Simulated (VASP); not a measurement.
# Na (P6_3/mmc) in VASP: further runs

Runs on Na. Level: PBEsol. Tasks: single point, relaxation of cell and atoms.

Everything below comes from runs of VASP 6.6.1. Logs are shortened: lines on timing, memory, paths and dates and some standing lists are left out, and cuts for length are marked.

## 1. The cell of the first run

Symmetry: P6_3/mmc, No. 194, hexagonal system. Conventional cell: a = 3.720 Å, b = 3.720 Å, c = 6.062 Å, α = 90.00°, β = 90.00°, γ = 120.00°. Within 4.9 Å of Na (site symmetry -6m2) lie 12 Na at 3.71 to 3.72 Å.

This isn't the form of Na at room conditions, which is bcc.

## 2. Single point, PBEsol

Input file INCAR:

```
PREC     = Accurate       # precision mode
ENCUT    = 520            # plane-wave cutoff, eV
EDIFF    = 1E-6           # SCF threshold, eV
ISMEAR   = 0              # smearing method
SIGMA    = 0.1            # smearing width, eV
LREAL    = F              # projectors in reciprocal space
LASPH    = T              # aspherical terms in the spheres
NELM     = 80             # most SCF steps
ALGO     = Fast           # electronic algorithm
ISIF     = 2              # what is computed and relaxed
LWAVE    = F              # write WAVECAR
LCHARG   = F              # write CHGCAR
GGA      = PS             # functional
NBANDS   = 14             # bands
```

Input file KPOINTS:

```
Automatic mesh
0
Gamma
  15 15 8
```

Input file POSCAR:

```
Na
1.0
    3.7196436273      0.0000000000      0.0000000000
   -1.8598218137      3.2213058743      0.0000000000
    0.0000000000      0.0000000000      6.0617215718
Na
2
Direct
    0.3333333333      0.6666666667      0.2500000000
    0.6666666667      0.3333333333      0.7500000000
```

Potentials or basis: VASP PAW PBE potentials, release 64 (Na_pv).

Command:

```sh
cat potpaw_PBE.64/Na_pv/POTCAR > POTCAR
mpirun -np 1 vasp_std > vasp.out
```

OUTCAR:

```text
PREC = Accurate
   ENCUT = 520
   EDIFF = 1E-6
   ISMEAR = 0
   LREAL = F
   LASPH = T
   NELM = 80
   ISIF = 2
   GGA = PS

 ion  position               nearest neighbor table
   1  0.333  0.667  0.250-
   2  0.667  0.333  0.750-

  LATTYP: Found a hexagonal cell.
 ALAT       =     3.7196436273
 C/A-ratio  =     1.6296511653

  Lattice vectors:

 A1 = (   3.7196436273,   0.0000000000,   0.0000000000)
 A2 = (  -1.8598218137,   3.2213058743,   0.0000000000)
 A3 = (   0.0000000000,   0.0000000000,   6.0617215718)

Analysis of symmetry for initial positions (statically):
=====================================================================
 Subroutine PRICEL returns:
 Original cell was already a primitive cell.

 Routine SETGRP: Setting up the symmetry group for a
 hexagonal supercell.

 Subroutine GETGRP returns: Found 24 space group operations
 (whereof 12 operations were pure point group operations)
 out of a pool of 24 trial point group operations.

The static configuration has the point symmetry D_3d.
 The point group associated with its full space group is D_6h.

Analysis of symmetry for dynamics (positions and initial velocities):
=====================================================================
 Subroutine PRICEL returns:
 Original cell was already a primitive cell.

 Routine SETGRP: Setting up the symmetry group for a
 hexagonal supercell.

 Subroutine GETGRP returns: Found 24 space group operations
 (whereof 12 operations were pure point group operations)
 out of a pool of 24 trial point group operations.

The dynamic configuration has the point symmetry D_3d.
 The point group associated with its full space group is D_6h.

 Subroutine INISYM returns: Found 24 space group operations
 (whereof 12 operations are pure point group operations),
 and found     1 'primitive' translations

----------------------------------------------------------------------------------------

                                     Primitive cell

  volume of cell :      72.6322

  direct lattice vectors                    reciprocal lattice vectors
     3.719643627  0.000000000  0.000000000     0.268842959  0.155216555  0.000000000
    -1.859821814  3.221305874  0.000000000     0.000000000  0.310433110  0.000000000
     0.000000000  0.000000000  6.061721572     0.000000000  0.000000000  0.164969636

  length of vectors
     3.719643627  3.719643627  6.061721572     0.310433110  0.310433110  0.164969636

  position of ions in fractional coordinates (direct lattice)
     0.333333333  0.666666667  0.250000000
     0.666666667  0.333333333  0.750000000

  ion indices of the primitive-cell ions
   primitive index   ion index
                 1           1
                 2           2

----------------------------------------------------------------------------------------

 KPOINTS: Automatic mesh

Automatic generation of k-mesh.
 Grid dimensions read from file:
 generate k-points for:   15   15    8

 Generating k-lattice:

  Cartesian coordinates                     Fractional coordinates (reciprocal lattice)
     0.017922864  0.010347770  0.000000000     0.066666667  0.000000000  0.000000000
     0.000000000  0.020695541  0.000000000     0.000000000  0.066666667  0.000000000
     0.000000000  0.000000000  0.020621204     0.000000000  0.000000000  0.125000000

  Length of vectors
     0.020695541  0.020695541  0.020621204

  Shift w.r.t. Gamma in fractional coordinates (k-lattice)
     0.000000000  0.000000000  0.000000000

 Subroutine IBZKPT returns following result:
 ===========================================

 Found    135 irreducible k-points:

 Following reciprocal coordinates:
            Coordinates               Weight
  0.000000  0.000000  0.000000      1.000000
  0.066667  0.000000  0.000000      6.000000
  0.133333 -0.000000  0.000000      6.000000
  0.200000  0.000000  0.000000      6.000000
  0.266667 -0.000000  0.000000      6.000000
  0.333333 -0.000000  0.000000      6.000000
[... 16 lines left out ...]
  0.333333  0.200000  0.000000     12.000000
  0.400000  0.200000  0.000000      6.000000
 [... further k-points ...]
   k-points           NKPTS =    135   k-points in BZ     NKDIM =    135   number of bands    NBANDS=     14
   number of dos      NEDOS =    301   number of ions     NIONS =      2
   total plane-waves  NPLWV =  37632
   dimension x,y,z NGX =    28 NGY =   28 NGZ =   48
   dimension x,y,z NGXF=    56 NGYF=   56 NGZF=   96
   ions per type =               2
   NGX,Y,Z   is equivalent  to a cutoff of  12.51, 12.51, 13.16 a.u.
   NGXF,Y,Z  is equivalent  to a cutoff of  25.03, 25.03, 26.33 a.u.
 SYSTEM =  unknown system
   PREC   = accura    normal or accurate (medium, high low for compatibility)
   ISTART =      0    job   : 0-new  1-cont  2-samecut
   ICHARG =      2    charge: 1-file 2-atom 10-const
   ISPIN  =      1    spin polarized calculation?
   LNONCOLLINEAR =      F non collinear calculations
   LSORBIT =      F    spin-orbit coupling
   LASPH  =      T    aspherical Exc in radial PAW
   ENCUT  =  520.0 eV  38.22 Ry    6.18 a.u.   6.92  6.92 11.27*2*pi/ulx,y,z
   NELM   =     80;   NELMIN=  2; NELMDL= -5     # of ELM steps
   EDIFF  = 0.1E-05   stopping-criterion for ELM
   LREAL  =      F    real-space projection
   EDIFFG = 0.1E-04   stopping-criterion for IOM
   NSW    =      0    number of steps for IOM
   IBRION =     -1    ionic relax: 0-MD 1-quasi-New 2-CG
   NFREE  =      0    steps in history (QN), initial steepest desc. (CG)
   ISIF   =      2    stress and relaxation
   ISYM   =      2    0-nonsym 1-usesym 2-fastsym
   POTIM  = 0.5000    time-step for ionic-motion
   TEBEG  =    0.0;   TEEND  =   0.0 temperature during run
   PSTRESS=    0.0 pullay stress
   NELECT =      14.0000    total number of electrons
   NUPDOWN=      -1.0000    fix difference up-down
   EMIN   =  10.00;   EMAX   =-10.00  energy-range for DOS
   EFERMI =   0.00;   METHOD = LEGACY
   ISMEAR =     0;   SIGMA  =   0.10  broadening in eV -4-tet -1-fermi 0-gaus
   EFERMI_NEDOS =   21; number of points for ismear=-14 and -15
   IALGO  =     68    algorithm
   IMIX   =      4    mixing-type and parameters
     AMIX     =   0.40;   BMIX     =  1.00
     AMIX_MAG =   1.60;   BMIX_MAG =  1.00
  volume/ion in A,a.u.               =      36.32       245.07
  Fermi-wavevector in a.u.,A,eV,Ry     =   0.945673  1.787063 12.167660  0.894298
  Thomas-Fermi vector in A             =   2.073597
   LORBIT       =      0    0 simple, 1 ext, 2 COOP (PROOUT), +10 PAW based schemes
   GGA     = PS    functional components
   LHFCALC =     F    Hartree Fock is set to
   AEXX    =    0.0000 exact exchange contribution
   IVDW    =     0    specifies the selected vdW correction
   LEPSILON=     F    determine dielectric tensor
   LRPA    =     F    only Hartree local field effects (RPA)
 non-spin polarized calculation
 RMM-DIIS sequential band-by-band and
 Gauss-broadening in eV      SIGMA  =   0.10
  energy-cutoff  :      520.00
  volume of cell :       72.63
 maximum number of plane-waves:      1972
 NGX is ok and might be reduce to    28
   NGX = 13   NGY = 13   NGZ = 23

 number of electron      13.9999990 magnetization

 Free energy of the ion-electron system (eV)
  ---------------------------------------------------
  ext. energy  EPLUGINS =         0.00000000
  ---------------------------------------------------
  free energy    TOTEN  =        -2.80008971 eV

  energy without entropy =       -2.79415604  energy(sigma->0) =       -2.79712288

 E-fermi :   0.3807     XC(G=0):  -6.5552

 val. band max:        0.3784530187   @ k =   0.2667  -0.0000   0.2500
 cond. band min:       0.3838155995   @ k =   0.2000   0.2000   0.3750
 fundamental gap:      0.0053625808
 Fermi energy:         0.3807174623

 k-point     1 :       0.0000    0.0000    0.0000
  band No.  band energies     occupation
      1     -24.4387      2.00000
      2     -24.4058      2.00000
      3     -24.4058      2.00000
      4     -24.4004      2.00000
      5     -24.4004      2.00000
      6     -24.4002      2.00000
      7      -2.9585      2.00000
      8       0.9200      0.00000
      9       1.3657      0.00000
     10      10.4399      0.00000
     11      10.4399      0.00000
     12      10.8311      0.00000
     13      10.8311      0.00000
     14      10.9548      0.00000

 k-point     2 :       0.0667    0.0000    0.0000
  band No.  band energies     occupation
      1     -24.4381      2.00000
      2     -24.4070      2.00000
      3     -24.4062      2.00000
      4     -24.4017      2.00000
      5     -24.4006      2.00000
      6     -24.4005      2.00000
      7      -2.8918      2.00000
      8       0.9789      0.00000
      9       1.4304      0.00000
     10       9.1457      0.00000
     11       9.8614      0.00000
     12      10.3288      0.00000
     13      11.4830      0.00000
     14      11.6814      0.00000

 k-point     3 :       0.1333   -0.0000    0.0000
  band No.  band energies     occupation
      1     -24.4365      2.00000
      2     -24.4105      2.00000
      3     -24.4073      2.00000
      4     -24.4053      2.00000
      5     -24.4012      2.00000
      6     -24.4011      2.00000
      7      -2.6923      2.00000
      8       1.1559      0.00000
      9       1.6228      0.00000
     10       7.6081      0.00000
     11       9.2227      0.00000
     12       9.5262      0.00000
     13      11.0412      0.00000
     14      11.7305      0.00000
[... 324 lines left out ...]
 k-point    23 :       0.3333    0.2000    0.0000
  band No.  band energies     occupation
      1     -24.4308      2.00000
      2     -24.4259      2.00000
      3     -24.4205      2.00000
      4     -24.4186      2.00000
      5     -24.4116      2.00000
      6     -24.4102      2.00000
      7       0.2074      1.98574
      8       2.0400      0.00000
      9       3.6614      0.00000
     10       3.8336      0.00000
     11       4.8579      0.00000
     12       5.6359      0.00000
     13       6.8279      0.00000
     14       7.4493      0.00000

 k-point    24 :       0.4000    0.2000    0.0000
  band No.  band energies     occupation
      1     -24.4317      2.00000
      2     -24.4258      2.00000
      3     -24.4198      2.00000
      4     -24.4191      2.00000
      5     -24.4121      2.00000
      6     -24.4114      2.00000
      7       1.0019      0.00000
      8       1.1542      0.00000
      9       3.6739      0.00000
     10       4.6676      0.00000
     11       4.6795      0.00000
     12       5.1556      0.00000
     13       6.3459      0.00000
     14       7.3880      0.00000

 [... further k-points ...]

------------------------ aborting loop because EDIFF is reached ----------------------------------------

  FORCE on cell =-STRESS in cart. coord.  units (eV):
  Direction    XX          YY          ZZ          XY          YZ          ZX
  --------------------------------------------------------------------------------------
  -------------------------------------------------------------------------------------
  Total        0.0072481      0.0072481      0.0034508     -0.0000000      0.0000000      0.0000000
  in kB        0.1598846      0.1598846      0.0761195     -0.0000000      0.0000000      0.0000000
  external PRESSURE =       0.1319629 kB  Pullay stress =       0.0000000 kB

 VOLUME and BASIS-vectors are now :
 -----------------------------------------------------------------------------
  energy-cutoff  :      520.00
  volume of cell :       72.63
      direct lattice vectors                 reciprocal lattice vectors
     3.719643627  0.000000000  0.000000000     0.268842959  0.155216555  0.000000000
    -1.859821814  3.221305874  0.000000000     0.000000000  0.310433110  0.000000000
     0.000000000  0.000000000  6.061721572     0.000000000  0.000000000  0.164969636

 POSITION                                       TOTAL-FORCE (eV/Angst)
 -----------------------------------------------------------------------------------
     -0.00000      2.14754      1.51543         0.000000      0.000000     -0.000000
      1.85982      1.07377      4.54629        -0.000000     -0.000000      0.000000
 -----------------------------------------------------------------------------------
    total drift:                               -0.000000      0.000000      0.000000

  FREE ENERGIE OF THE ION-ELECTRON SYSTEM (eV)
  ---------------------------------------------------
  free  energy   TOTEN  =        -2.8000897081 eV

  energy  without entropy=       -2.7941560425  energy(sigma->0) =       -2.79712288
```

Wall time 3 min (1 thread of Oxide Virtual Turin-like, shared host); peak memory 0.21 GiB.

Results:

```
Free energy            : -2.8001 eV
Pressure               : 0.0 GPa
Band gap on the k mesh : zero (bands 7 and 8 overlap by 4.36 eV)
```

Caveat: the PAW data sets were made with another functional, which shifts forces and pressure a little.

## 3. Relaxation of cell and atoms, PBEsol

This run uses another cell than the first one, of 37.81 Å³/atom.

Input file INCAR:

```
SYSTEM = Na
  PREC = Accurate
  ENCUT = 600
  EDIFF = 1E-6
  ISMEAR = 0
  SIGMA = 0.1
  LREAL = .False.
  LASPH = .True.
  NELM = 100
  ALGO = Fast
  ISIF = 3
  LWAVE = .False.
  LCHARG = .False.
  GGA = PS
  IBRION = 2
  NSW = 100
  EDIFFG = -0.005
```

Input file KPOINTS:

```
regular mesh
0
Gamma
  15 15 8
  0 0 0
```

Input file POSCAR:

```
Na
1.0
    3.7670000000      0.0000000000      0.0000000000
   -1.8835000000      3.2623176961      0.0000000000
    0.0000000000      0.0000000000      6.1540000000
Na
2
Direct
    0.3333333333      0.6666666667      0.2500000000
    0.6666666667      0.3333333333      0.7500000000
```

Potentials or basis: VASP PAW PBE potentials, release 64 (Na_pv).

Command:

```sh
cat potpaw_PBE.64/Na_pv/POTCAR > POTCAR
mpirun -np 1 vasp_std > vasp.out
```

OUTCAR:

```text
SYSTEM = Na
   PREC = Accurate
   ENCUT = 600
   EDIFF = 1E-6
   ISMEAR = 0
   LREAL = .False.
   LASPH = .True.
   NELM = 100
   ISIF = 3
   GGA = PS
   IBRION = 2
   NSW = 100
   EDIFFG = -0.005

 ion  position               nearest neighbor table
   1  0.333  0.667  0.250-
   2  0.667  0.333  0.750-

  LATTYP: Found a hexagonal cell.
 ALAT       =     3.7670000000
 C/A-ratio  =     1.6336607380

  Lattice vectors:

 A1 = (   3.7670000000,   0.0000000000,   0.0000000000)
 A2 = (  -1.8835000000,   3.2623176961,   0.0000000000)
 A3 = (   0.0000000000,   0.0000000000,   6.1540000000)

Analysis of symmetry for initial positions (statically):
=====================================================================
 Subroutine PRICEL returns:
[... 266 lines left out ...]
  band No.  band energies     occupation
      1     -24.4364      2.00000
      2     -24.4035      2.00000
      3     -24.4035      2.00000
      4     -24.3982      2.00000
      5     -24.3982      2.00000
      6     -24.3980      2.00000
      7      -2.9581      2.00000
      8       0.9173      0.00000
      9       1.3621      0.00000
     10      10.4537      0.00000
     11      10.4542      0.00000
[... 309 lines left out ...]
 k-point    24 :       0.4000    0.2000    0.0000
  band No.  band energies     occupation
      1     -24.4296      2.00000
      2     -24.4237      2.00000
      3     -24.4176      2.00000
      4     -24.4168      2.00000
      5     -24.4100      2.00000
      6     -24.4090      2.00000
      7       1.0060      0.00000
      8       1.1591      0.00000
      9       3.6801      0.00000
     10       4.6687      0.00000
     11       4.6813      0.00000

 [... further k-points ...]

------------------------ aborting loop because EDIFF is reached ----------------------------------------

  FORCE on cell =-STRESS in cart. coord.  units (eV):
  Direction    XX          YY          ZZ          XY          YZ          ZX
  --------------------------------------------------------------------------------------
  -------------------------------------------------------------------------------------
  Total        0.0010537      0.0010537     -0.0053110      0.0000000     -0.0000000     -0.0000000
  in kB        0.0232586      0.0232586     -0.1172301      0.0000000     -0.0000000     -0.0000000
  external PRESSURE =      -0.0235709 kB  Pullay stress =       0.0000000 kB
[... 17 lines left out ...]
  FREE ENERGIE OF THE ION-ELECTRON SYSTEM (eV)
  ---------------------------------------------------
  free  energy   TOTEN  =        -2.8005174042 eV

  energy  without entropy=       -2.7945975811  energy(sigma->0) =       -2.79755749

 reached required accuracy - stopping structural energy minimisation
```

OSZICAR:

```text
N       E                     dE             d eps       ncg     rms          rms(c)
DAV:   1     0.923896745096E+02    0.92390E+02   -0.82758E+03  2970   0.134E+03
DAV:   2     0.487769589287E+00   -0.91902E+02   -0.91435E+02  2982   0.315E+02
DAV:   3    -0.275506820919E+01   -0.32428E+01   -0.32397E+01  3480   0.736E+01
[... 22 lines left out ...]
RMM:   3    -0.280162022535E+01    0.17851E-01   -0.27001E-02  3138   0.291E+00    0.982E-02
RMM:   4    -0.280049509083E+01    0.11251E-02   -0.13671E-03  3042   0.748E-01    0.801E-03
RMM:   5    -0.280051837341E+01   -0.23283E-04   -0.38844E-04  2991   0.307E-01    0.457E-03
RMM:   6    -0.280051680177E+01    0.15716E-05   -0.28651E-05  3193   0.918E-02    0.255E-03
RMM:   7    -0.280051740417E+01   -0.60240E-06   -0.86032E-06  2922   0.492E-02
   3 F= -.28005174E+01 E0= -.27975575E+01  d E =-.283669E-02
```

CONTCAR:

```text
Na
   1.00000000000000
     3.7176128342021277    0.0000000000000000    0.0000000000000000
    -1.8588064171010639    3.2195471558963975    0.0000000000000000
     0.0000000000000000    0.0000000000000000    6.0643975622893436
  Na
     2
Direct
     0.3333333332999970    0.6666666667000030    0.2500000000000000
     0.6666666667000030    0.3333333332999970    0.7500000000000000

  0.00000000E+00  0.00000000E+00  0.00000000E+00
  0.00000000E+00  0.00000000E+00  0.00000000E+00
```

Wall time 6.2 min (1 thread of Oxide Virtual Turin-like, shared host); peak memory 0.23 GiB.

What came out:

| Item | Value |
| --- | --- |
| Free energy | -2.8005 eV |
| Relaxed volume | 36.29 Å³/atom |
| Relaxed cell | a = 3.718 Å, b = 3.718 Å, c = 6.064 Å, α = 90.00°, β = 90.00°, γ = 120.00° |
| Space group after relaxing (to 0.1 Å) | P6_3/mmc (No. 194) |
| Energy gained by relaxing | 1.4 meV/atom |
| Ionic steps | 3 |
| Pressure after relaxing | 0.0 GPa |
| Band gap on the k mesh | zero (bands 7 and 8 overlap by 4.37 eV) |

Step by step:
| step | energy change (eV) | largest force (eV/Å) | pressure (GPa) | volume (Å³) |
| --- | --- | --- | --- | --- |
| 1 | 0.0000 | 0.0000 | -0.30 | 75.63 |
| 2 | -0.0012 | 0.0000 | -0.24 | 74.86 |
| 3 | -0.0028 | 0.0000 | 0.00 | 72.58 |

Final structure:
```
Na
1.0
     3.71761    0.00000    0.00000
    -1.85881    3.21955    0.00000
     0.00000    0.00000    6.06440
Na
2
Direct
  0.33333 0.66667 0.25000
  0.66667 0.33333 0.75000
```

Levels at points of the mesh, in eV from the Fermi level:
```tsv
k point	band 3	band 4	band 5	band 6	band 7	band 8	band 9	band 10	band 11
(0.00, 0.00, 0.00)	-24.79	-24.78	-24.78	-24.78	-3.34	0.53	0.98	10.07	10.07
(0.00, 0.00, 0.50)	-24.78	-24.78	-24.78	-24.78	-2.29	-2.29	5.59	5.59	10.66
```

Caveat: the PAW data sets were made with another functional, which shifts forces and pressure a little.
